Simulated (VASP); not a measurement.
BN: single point with PBE+D3(BJ)

Crystal: BN.

```
CELL_PARAMETERS angstrom
-2.50399 0.00000 0.00000
-1.25200 -2.16852 0.00000
-1.56512 -0.90362 13.32240
ATOMIC_POSITIONS crystal
B 0.96872 0.96872 0.87500
B 0.17707 0.17707 0.37500
B 0.61458 0.61458 0.12500
B 0.40623 0.40623 0.62500
N 0.28125 0.28125 0.12500
N 0.07290 0.07290 0.62500
N 0.30205 0.30205 0.87500
N 0.51040 0.51040 0.37500
```

| Item | Value |
| --- | --- |
| Program | VASP 6.6.1 |
| Task | single point |
| Functional | PBE |
| Dispersion | D3(BJ) |
| Potentials or basis | VASP PAW PBE potentials, release 64 (B, N) |
| Cutoff | 520 eV |
| k mesh | 10 × 10 × 2 |
| Occupations | gaussian, width 0.05 eV |
| Spin | no spin polarisation |

```json
{
  "Pressure": "0.8 GPa",
  "Largest force": "0.048 eV/Å",
  "Band gap on the k mesh": "3.95 eV (least direct gap 4.33 eV)",
  "Dispersion energy per atom": "-0.141 eV"
}
```

Forces in eV/Å, atoms in the order of the input:
```
B   -0.009 -0.005 -0.047
B    0.000  0.000  0.000
B    0.009  0.005  0.047
B    0.000  0.000  0.000
N   -0.029 -0.016  0.027
N    0.000  0.000  0.000
N    0.029  0.016 -0.027
N    0.000  0.000  0.000
```

Stress tensor (GPa, compression positive):
```
 1.06 -0.01 -0.15
-0.01  1.07 -0.09
-0.15 -0.09  0.24
```

Levels at points of the mesh, in eV from the valence-band top:
```
           k point  band 13  band 14  band 15  band 16  band 17  band 18  band 19  band 20
(0.00, 0.00, 0.00)    -1.44    -1.43    -1.43    -1.43     5.10     7.43     7.46    10.11
(0.50, 0.00, 0.00)    -1.54    -1.07    -1.05    -0.54     3.95     4.58     4.75     5.57
(0.50, 0.50, 0.00)    -1.45    -1.40    -0.71    -0.63     4.07     4.27     5.18     5.30
(0.00, 0.00, 0.50)    -1.44    -1.44    -1.43    -1.42     5.78     5.81     9.20     9.25
(0.50, 0.00, 0.50)    -1.42    -1.39    -0.71    -0.69     4.00     4.30     5.20     5.35
(0.50, 0.50, 0.50)    -1.58    -1.08    -1.02    -0.51     4.02     4.56     4.69     5.56
```

It took 47 s on 1 thread of Intel(R) Xeon(R) 6975P-C (Granite Rapids) (shared host), peak memory 0.24 GiB.

A k mesh can miss the band edges.
